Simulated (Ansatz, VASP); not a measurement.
**AlRu in VASP and in Ansatz**

The input INCAR:

```
SYSTEM = AlRu
ALGO = Fast
EDIFF = 1E-7
ENCUT = 520
GGA = PE
ISIF = 2
ISMEAR = 0
LASPH = .TRUE.
LCHARG = .FALSE.
LREAL = .FALSE.
LWAVE = .FALSE.
NBANDS = 16
NELM = 60
PREC = Accurate
SIGMA = 0.15
```

KPOINTS

```
k-points
0
G
  20 20 20
  0 0 0
```

Contents of POSCAR:

```
AlRu
1.0
    3.0040847246      0.0000000000      0.0000000000
    0.0000000000      3.0040847246      0.0000000000
    0.0000000000      0.0000000000      3.0040847246
Al Ru
1 1
Direct
    0.0000000000      0.0000000000      0.0000000000
    0.5000000000      0.5000000000      0.5208050058
```

Input for Ansatz:

```yaml
crystal:
  lattice:
    - [3.0040847246, 0.0, 0.0]
    - [0.0, 3.0040847246, 0.0]
    - [0.0, 0.0, 3.0040847246]
  atoms:
    - { symbol: Al, position: [0.0, 0.0, 0.0] }
    - { symbol: Ru, position: [0.5, 0.5, 0.5208050058] }
basis:
  ecutwfc: 420
kpoints:
  mp_grid: { grid: [20, 20, 20] }
hamiltonian:
  xc: pbe
scf:
  occupations: { method: gaussian, width: 0.15 }
output:
  forces: true
  stress: true
  eigenvalues: true
  write_density: true
  write_potential: true
  elf: true
  volumetric_format: npy
```

Change from the starting cell: all Ru atoms moved +0.062 Å, as atom 2 along Cartesian [0 0 1].

Alike in both runs: task single point; functional PBE; k mesh 20 × 20 × 20; occupations gaussian, width 0.15 eV; no spin polarisation.

|  | VASP | Ansatz |
| --- | --- | --- |
| version | VASP 6.6.1 | Ansatz 0.2.0 |
| potentials or method | VASP PAW PBE potentials, release 64 (Al, Ru_pv), cutoff 520 eV | scalar-relativistic, plane waves, PAW |
| valence electrons in the cell | 17 | 19 |

|  | VASP | Ansatz | Ansatz less VASP |
| --- | --- | --- | --- |
| gap on the k mesh at the Fermi level (eV) | none | none | - |
| pressure (GPa) | 0.2 | 0.3 | +0.04 |
| traceless stress, the component that is largest in VASP (GPa) | -0.19 | -0.19 | +0.002 |
| rms of the force components (eV/Å) | 0.269 | 0.267 | -0.0018 |

Atom by atom the forces differ by 0.002 eV/Å (rms over components). A gap of «none» marks a metal or a gap that the smearing closes. VASP's potentials hold 17 valence electrons a cell and Ansatz's 19, so a difference there can come from the potentials and not from the codes.
